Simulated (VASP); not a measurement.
# W (Im-3m) in VASP: single point with PBE

Aim: the single point of W with PBE.

Everything below comes from runs of VASP 6.6.1. Logs are shortened: lines on timing, memory, paths and dates and some standing lists are left out, and cuts for length are marked.

## 1. The cell of the first run

It takes space group Im-3m (No. 229, cubic). Conventional cell: a = 3.184 Å, b = 3.184 Å, c = 3.184 Å, α = 90.00°, β = 90.00°, γ = 90.00°. W (site symmetry m-3m) has 14 W at 2.76 to 3.18 Å within 3.6 Å.

## 2. Single point, PBE

INCAR reads:

```
SYSTEM = W
PREC     = Accurate       ! precision mode
ENCUT    = 520            ! plane-wave cutoff, eV
EDIFF    = 1E-6           ! SCF threshold, eV
ISMEAR   = -1             ! smearing method
SIGMA    = 0.1            ! smearing width, eV
LREAL    = .FALSE.        ! projectors in reciprocal space
LASPH    = .TRUE.         ! aspherical terms in the spheres
NELM     = 80             ! most SCF steps
ALGO     = Normal         ! electronic algorithm
ISIF     = 2              ! what is computed and relaxed
LWAVE    = .FALSE.        ! write WAVECAR
LCHARG   = .FALSE.        ! write CHGCAR
GGA      = PE             ! functional
NBANDS   = 21             ! bands
```

KPOINTS reads:

```
Automatic mesh
0
G
  13 13 7
  0 0 0
```

POSCAR reads:

```
W
1.0
   -1.5917658883      1.5917658883      1.5917658883
    1.5917658883     -1.5917658883      1.5917658883
    3.1835317766      3.1835317766      0.0000000000
W
2
Direct
    0.0000000000      0.0000000000      0.0000000000
    0.5000000000      0.5000000000      0.5000000000
```

Potentials or basis: VASP PAW PBE potentials, release 64 (W_sv).

The run is started by

```console
cat potpaw_PBE.64/W_sv/POTCAR > POTCAR
mpirun -np 1 vasp_std > vasp.out
```

OUTCAR:

```text
SYSTEM = W
   PREC = Accurate
   ENCUT = 520
   EDIFF = 1E-6
   ISMEAR = -1
   LREAL = .FALSE.
   LASPH = .TRUE.
   NELM = 80
   ISIF = 2
   GGA = PE

 ion  position               nearest neighbor table
   1  0.000  0.000  0.000-   2 2.76   2 2.76   2 2.76   2 2.76   2 3.18   2 3.18   2 3.18   2 3.18

   2  0.500  0.500  0.500-   1 2.76   1 2.76   1 2.76   1 2.76   1 3.18   1 3.18   1 3.18   1 3.18

  LATTYP: Found a base centered orthorhombic cell.
 ALAT       =     3.1835317766
 B/A-ratio  =     1.4142135624
 C/A-ratio  =     1.4142135624

  Lattice vectors:

 A1 = (  -1.5917658883,   1.5917658883,   1.5917658883)
 A2 = (   1.5917658883,  -1.5917658883,   1.5917658883)
 A3 = (   3.1835317766,   3.1835317766,   0.0000000000)

Analysis of symmetry for initial positions (statically):
=====================================================================
 Subroutine PRICEL returns following result:

  LATTYP: Found a body centered cubic cell.
 ALAT       =     3.1835317766

  Lattice vectors:

 A1 = (  -1.5917658883,   1.5917658883,  -1.5917658883)
 A2 = (  -1.5917658883,  -1.5917658883,   1.5917658883)
 A3 = (   1.5917658883,   1.5917658883,   1.5917658883)

   2 primitive cells build up your supercell.

 Routine SETGRP: Setting up the symmetry group for a
 base centered orthorhombic supercell.

 Subroutine GETGRP returns: Found  8 space group operations
 (whereof  8 operations were pure point group operations)
 out of a pool of  8 trial point group operations.

The static configuration has the point symmetry D_2h.

Analysis of symmetry for dynamics (positions and initial velocities):
=====================================================================
 Subroutine PRICEL returns following result:

  LATTYP: Found a body centered cubic cell.
 ALAT       =     3.1835317766

  Lattice vectors:

 A1 = (  -1.5917658883,   1.5917658883,  -1.5917658883)
 A2 = (  -1.5917658883,  -1.5917658883,   1.5917658883)
 A3 = (   1.5917658883,   1.5917658883,   1.5917658883)

   2 primitive cells build up your supercell.

 Routine SETGRP: Setting up the symmetry group for a
 base centered orthorhombic supercell.

 Subroutine GETGRP returns: Found  8 space group operations
 (whereof  8 operations were pure point group operations)
 out of a pool of  8 trial point group operations.

The dynamic configuration has the point symmetry D_2h.

 Subroutine INISYM returns: Found  8 space group operations
 (whereof  8 operations are pure point group operations),
 and found     2 'primitive' translations

----------------------------------------------------------------------------------------

                                     Primitive cell

  volume of cell :      16.1323

  direct lattice vectors                    reciprocal lattice vectors
    -1.591765888  1.591765888 -1.591765888    -0.314116544  0.314116544  0.000000000
    -1.591765888 -1.591765888  1.591765888    -0.314116544  0.000000000  0.314116544
     1.591765888  1.591765888  1.591765888     0.000000000  0.314116544  0.314116544

  length of vectors
     2.757019392  2.757019392  2.757019392     0.444227877  0.444227877  0.444227877

  position of ions in fractional coordinates (direct lattice)
     0.000000000  0.000000000  0.000000000

  ion indices of the primitive-cell ions
   primitive index   ion index
                 1           1

----------------------------------------------------------------------------------------

 KPOINTS: Automatic mesh

Automatic generation of k-mesh.
 Grid dimensions read from file:
 generate k-points for:   13   13    7

 Generating k-lattice:

  Cartesian coordinates                     Fractional coordinates (reciprocal lattice)
    -0.012081406  0.012081406  0.024162811     0.076923077  0.000000000  0.000000000
     0.012081406 -0.012081406  0.024162811     0.000000000  0.076923077  0.000000000
     0.022436896  0.022436896  0.000000000     0.000000000  0.000000000  0.142857143

  Length of vectors
     0.029593279  0.029593279  0.031730563

  Shift w.r.t. Gamma in fractional coordinates (k-lattice)
     0.000000000  0.000000000  0.000000000

 Subroutine IBZKPT returns following result:
 ===========================================

 Found    196 irreducible k-points:

 Following reciprocal coordinates:
            Coordinates               Weight
  0.000000  0.000000  0.000000      1.000000
  0.076923  0.000000  0.000000      4.000000
  0.153846  0.000000  0.000000      4.000000
  0.230769  0.000000  0.000000      4.000000
  0.307692  0.000000  0.000000      4.000000
  0.384615  0.000000  0.000000      4.000000
[... 16 lines left out ...]
  0.384615  0.153846  0.000000      4.000000
  0.461538  0.153846  0.000000      4.000000
 [... further k-points ...]
   k-points           NKPTS =    196   k-points in BZ     NKDIM =    196   number of bands    NBANDS=     21
   number of dos      NEDOS =    301   number of ions     NIONS =      2
   total plane-waves  NPLWV =  20736
   dimension x,y,z NGX =    24 NGY =   24 NGZ =   36
   dimension x,y,z NGXF=    48 NGYF=   48 NGZF=   72
   ions per type =               2
   NGX,Y,Z   is equivalent  to a cutoff of  14.47, 14.47, 13.29 a.u.
   NGXF,Y,Z  is equivalent  to a cutoff of  28.94, 28.94, 26.59 a.u.
 SYSTEM =  W
   PREC   = accura    normal or accurate (medium, high low for compatibility)
   ISTART =      0    job   : 0-new  1-cont  2-samecut
   ICHARG =      2    charge: 1-file 2-atom 10-const
   ISPIN  =      1    spin polarized calculation?
   LNONCOLLINEAR =      F non collinear calculations
   LSORBIT =      F    spin-orbit coupling
   LASPH  =      T    aspherical Exc in radial PAW
   ENCUT  =  520.0 eV  38.22 Ry    6.18 a.u.   5.13  5.13  8.37*2*pi/ulx,y,z
   NELM   =     80;   NELMIN=  2; NELMDL= -5     # of ELM steps
   EDIFF  = 0.1E-05   stopping-criterion for ELM
   LREAL  =      F    real-space projection
   EDIFFG = 0.1E-04   stopping-criterion for IOM
   NSW    =      0    number of steps for IOM
   IBRION =     -1    ionic relax: 0-MD 1-quasi-New 2-CG
   NFREE  =      0    steps in history (QN), initial steepest desc. (CG)
   ISIF   =      2    stress and relaxation
   ISYM   =      2    0-nonsym 1-usesym 2-fastsym
   POTIM  = 0.5000    time-step for ionic-motion
   TEBEG  =    0.0;   TEEND  =   0.0 temperature during run
   PSTRESS=    0.0 pullay stress
   NELECT =      28.0000    total number of electrons
   NUPDOWN=      -1.0000    fix difference up-down
   EMIN   =  10.00;   EMAX   =-10.00  energy-range for DOS
   EFERMI =   0.00;   METHOD = LEGACY
   ISMEAR =    -1;   SIGMA  =   0.10  broadening in eV -4-tet -1-fermi 0-gaus
   EFERMI_NEDOS =   21; number of points for ismear=-14 and -15
   IALGO  =     38    algorithm
   IMIX   =      4    mixing-type and parameters
     AMIX     =   0.40;   BMIX     =  1.00
     AMIX_MAG =   1.60;   BMIX_MAG =  1.00
  volume/ion in A,a.u.               =      16.13       108.87
  Fermi-wavevector in a.u.,A,eV,Ry     =   1.561535  2.950873 33.176320  2.438391
  Thomas-Fermi vector in A             =   2.664586
   LORBIT       =      0    0 simple, 1 ext, 2 COOP (PROOUT), +10 PAW based schemes
   GGA     = PE    functional components
   LHFCALC =     F    Hartree Fock is set to
   AEXX    =    0.0000 exact exchange contribution
   IVDW    =     0    specifies the selected vdW correction
   LEPSILON=     F    determine dielectric tensor
   LRPA    =     F    only Hartree local field effects (RPA)
 non-spin polarized calculation
  energy-cutoff  :      520.00
  volume of cell :       32.26
 maximum number of plane-waves:       886
 NGX is ok and might be reduce to    24
   NGX = 11   NGY = 11   NGZ = 17

 number of electron      27.9999995 magnetization

 Free energy of the ion-electron system (eV)
  ---------------------------------------------------
  ext. energy  EPLUGINS =         0.00000000
  ---------------------------------------------------
  free energy    TOTEN  =       -25.93406000 eV

  energy without entropy =      -25.90727398  energy(sigma->0) =      -25.92066699

 E-fermi :  11.1915     XC(G=0): -13.5414

 val. band max:       11.1715438392   @ k =  -0.1538   0.0769   0.2857
 cond. band min:      11.2111550806   @ k =  -0.2308   0.2308   0.0000
 fundamental gap:      0.0396112414
 Fermi energy:        11.1915234654

 k-point     1 :       0.0000    0.0000    0.0000
  band No.  band energies     occupation
      1     -63.0143      2.00000
      2     -62.8903      2.00000
      3     -27.8160      2.00000
      4     -26.9988      2.00000
      5     -26.6084      2.00000
      6     -26.6021      2.00000
[... 13 lines left out ...]
     20      17.1872      0.00000
     21      21.9919      0.00000

 k-point     2 :       0.0769    0.0000    0.0000
  band No.  band energies     occupation
      1     -63.0090      2.00000
      2     -62.8884      2.00000
      3     -27.7935      2.00000
      4     -27.0198      2.00000
      5     -26.6596      2.00000
      6     -26.6369      2.00000
[... 13 lines left out ...]
     20      17.5110      0.00000
     21      21.6886      0.00000

 k-point     3 :       0.1538    0.0000    0.0000
  band No.  band energies     occupation
      1     -62.9940      2.00000
      2     -62.8839      2.00000
      3     -27.7282      2.00000
      4     -27.0946      2.00000
      5     -26.8175      2.00000
      6     -26.6963      2.00000
[... 13 lines left out ...]
     20      18.5177      0.00000
     21      20.9063      0.00000

 k-point     4 :       0.2308    0.0000    0.0000
  band No.  band energies     occupation
      1     -62.9717      2.00000
      2     -62.8784      2.00000
      3     -27.6258      2.00000
      4     -27.2322      2.00000
      5     -27.0364      2.00000
      6     -26.7405      2.00000
[... 13 lines left out ...]
     20      19.9252      0.00000
     21      20.0025      0.00000

 k-point     5 :       0.3077    0.0000    0.0000
  band No.  band energies     occupation
      1     -62.9458      2.00000
      2     -62.8748      2.00000
      3     -27.4950      2.00000
      4     -27.3970      2.00000
      5     -27.2657      2.00000
      6     -26.7994      2.00000
[... 13 lines left out ...]
     20      19.2064      0.00000
     21      21.6796      0.00000

 k-point     6 :       0.3846    0.0000    0.0000
  band No.  band energies     occupation
      1     -62.9202      2.00000
      2     -62.8759      2.00000
      3     -27.5335      2.00000
      4     -27.4572      2.00000
      5     -27.3470      2.00000
      6     -26.9117      2.00000
[... 13 lines left out ...]
     20      19.4219      0.00000
     21      21.0638      0.00000

 k-point     7 :       0.4615    0.0000    0.0000
  band No.  band energies     occupation
      1     -62.8987      2.00000
      2     -62.8836      2.00000
      3     -27.6000      2.00000
      4     -27.5749      2.00000
      5     -27.1933      2.00000
      6     -27.0451      2.00000
[... 13 lines left out ...]
     20      19.0217      0.00000
     21      20.9374      0.00000
[... 291 lines left out ...]
      1     -62.9626      2.00000
      2     -62.8847      2.00000
      3     -27.5568      2.00000
      4     -27.1460      2.00000
      5     -26.9443      2.00000
      6     -26.8707      2.00000
[... 13 lines left out ...]
     20      19.0887      0.00000
     21      20.4833      0.00000

 k-point    21 :       0.2308    0.1538    0.0000
  band No.  band energies     occupation
      1     -62.9371      2.00000
      2     -62.8827      2.00000
      3     -27.4246      2.00000
      4     -27.2316      2.00000
      5     -27.1199      2.00000
      6     -26.9610      2.00000
[... 13 lines left out ...]
     20      18.2654      0.00000
     21      21.7221      0.00000

 k-point    22 :       0.3077    0.1538    0.0000
  band No.  band energies     occupation
      1     -62.9100      2.00000
      2     -62.8823      2.00000
      3     -27.3775      2.00000
      4     -27.3196      2.00000
      5     -27.2747      2.00000
      6     -26.9792      2.00000
[... 13 lines left out ...]
     20      18.1152      0.00000
     21      22.1503      0.00000

 k-point    23 :       0.3846    0.1538    0.0000
  band No.  band energies     occupation
      1     -62.8859      2.00000
      2     -62.8851      2.00000
      3     -27.5066      2.00000
      4     -27.4824      2.00000
      5     -27.1195      2.00000
      6     -27.0997      2.00000
[... 13 lines left out ...]
     20      19.1004      0.00000
     21      20.8174      0.00000

 k-point    24 :       0.4615    0.1538    0.0000
  band No.  band energies     occupation
      1     -62.8949      2.00000
      2     -62.8657      2.00000
      3     -27.5722      2.00000
      4     -27.5682      2.00000
      5     -27.2290      2.00000
      6     -26.9712      2.00000
[... 13 lines left out ...]
     20      19.0270      0.00000
     21      21.3239      0.00000

 [... further k-points ...]
[... 5 lines left out ...]
  --------------------------------------------------------------------------------------
  -------------------------------------------------------------------------------------
  Total        0.1087805      0.1087805      0.0447300      0.0743901     -0.0000000      0.0000000
  in kB        5.4017442      5.4017442      2.2211703      3.6940116     -0.0000000      0.0000000
  external PRESSURE =       4.3415529 kB  Pullay stress =       0.0000000 kB

 VOLUME and BASIS-vectors are now :
 -----------------------------------------------------------------------------
  energy-cutoff  :      520.00
  volume of cell :       32.26
      direct lattice vectors                 reciprocal lattice vectors
    -1.591765888  1.591765888  1.591765888    -0.157058272  0.157058272  0.314116544
     1.591765888 -1.591765888  1.591765888     0.157058272 -0.157058272  0.314116544
     3.183531777  3.183531777  0.000000000     0.157058272  0.157058272  0.000000000

 POSITION                                       TOTAL-FORCE (eV/Angst)
 -----------------------------------------------------------------------------------
      0.00000      0.00000      0.00000        -0.000000     -0.000000      0.000000
      1.59177      1.59177      1.59177         0.000000      0.000000     -0.000000
 -----------------------------------------------------------------------------------
    total drift:                               -0.000000     -0.000000      0.000000

  FREE ENERGIE OF THE ION-ELECTRON SYSTEM (eV)
  ---------------------------------------------------
  free  energy   TOTEN  =       -25.9340599954 eV

  energy  without entropy=      -25.9072739847  energy(sigma->0) =      -25.92066699
```

Wall time 55 s (1 thread of Intel Xeon Platinum 8375C at 2.90GHz (Ice Lake), shared host); peak memory 0.23 GiB.

What came out:

```
Free energy            : -25.9341 eV
Pressure               : 0.4 GPa
Band gap on the k mesh : zero (band 14 reaches 13.51 eV, above the bottom of band 15 at 10.38 eV)
```

Caveat: spin-orbit coupling is left out, which moves the levels of the heavy elements.
